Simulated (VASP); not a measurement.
Write the native input for VASP 6.6.1 that does the following.

```
Task                               : single point
Functional                         : B3LYP
Potentials or basis                : VASP PAW PBE potentials, release 64 (Zn, S)
Cutoff                             : 520 eV
k mesh                             : 5 × 5 × 5
Occupations                        : fermi-dirac, width 0.05 eV
Spin                               : no spin polarisation
Dipole correction                  : no
Grid for exact exchange (PRECFOCK) : Normal
Further INCAR settings             : ALGO = Normal; EDIFF = 1e-06; NBANDS = 16
```

Crystal: ZnS.

```
Zn S
1.0
     0.00000    2.75499    2.75499
     2.75499    0.00000    2.75499
     2.75499    2.75499    0.00000
Zn S
1 1
Direct
  0.75000 0.75000 0.75000
  0.00000 0.00000 0.00000
```

One way to write it, as run:

POSCAR

```
ZnS
1.0
    0.0000000000      2.7549938462      2.7549938462
    2.7549938462      0.0000000000      2.7549938462
    2.7549938462      2.7549938462      0.0000000000
Zn S
1 1
Direct
    0.7500000000      0.7500000000      0.7500000000
    0.0000000000      0.0000000000      0.0000000000
```

INCAR.step1

```
SYSTEM = ZnS
PREC     = Accurate       ! precision mode
ENCUT    = 520            ! plane-wave cutoff, eV
EDIFF    = 1E-5           ! SCF threshold, eV
ISMEAR   = -1             ! smearing method
SIGMA    = 0.05           ! smearing width, eV
LREAL    = .FALSE.        ! projectors in reciprocal space
LASPH    = .TRUE.         ! aspherical terms in the spheres
NELM     = 80             ! most SCF steps
ALGO     = Normal         ! electronic algorithm
ISIF     = 2              ! what is computed and relaxed
LWAVE    = .TRUE.         ! write WAVECAR
LCHARG   = .FALSE.        ! write CHGCAR
NBANDS   = 16             ! bands
GGA      = PE             ! functional
```

INCAR.step2

```
SYSTEM = ZnS
PREC     = Accurate       ! precision mode
ENCUT    = 520            ! plane-wave cutoff, eV
EDIFF    = 1E-6           ! SCF threshold, eV
ISMEAR   = -1             ! smearing method
SIGMA    = 0.05           ! smearing width, eV
LREAL    = .FALSE.        ! projectors in reciprocal space
LASPH    = .TRUE.         ! aspherical terms in the spheres
NELM     = 80             ! most SCF steps
ALGO     = Normal         ! electronic algorithm
ISIF     = 2              ! what is computed and relaxed
LWAVE    = .FALSE.        ! write WAVECAR
LCHARG   = .FALSE.        ! write CHGCAR
GGA      = B3             ! functional
LHFCALC  = .TRUE.         ! exact exchange
AEXX     = 0.2            ! exact-exchange fraction
AGGAX    = 0.72         
AGGAC    = 0.81         
ALDAC    = 0.19         
PRECFOCK = Normal       
NBANDS   = 16             ! bands
ISTART   = 1
```

KPOINTS

```
regular mesh
0
G
  5 5 5
  0 0 0
```

Potentials or basis: VASP PAW PBE potentials, release 64 (Zn, S).

Launch:

```bash
$ cat potpaw_PBE.64/Zn/POTCAR potpaw_PBE.64/S/POTCAR > POTCAR
$ cp INCAR.step1 INCAR
$ mpirun -np 1 vasp_std > vasp.out
$ cp INCAR.step2 INCAR
$ mpirun -np 1 vasp_std > vasp.out
```

Results of the run:

```json
{
  "Pressure": "-0.8 GPa",
  "Band gap on the k mesh": "3.36 eV, direct"
}
```

Caveat: the PAW data sets were made with another functional, which shifts forces and pressure a little.

It took 9.3 min on 1 thread of Intel(R) Xeon(R) Platinum 8375C CPU @ 2.90GHz (Ice Lake), on a shared host, peak memory 0.17 GiB.
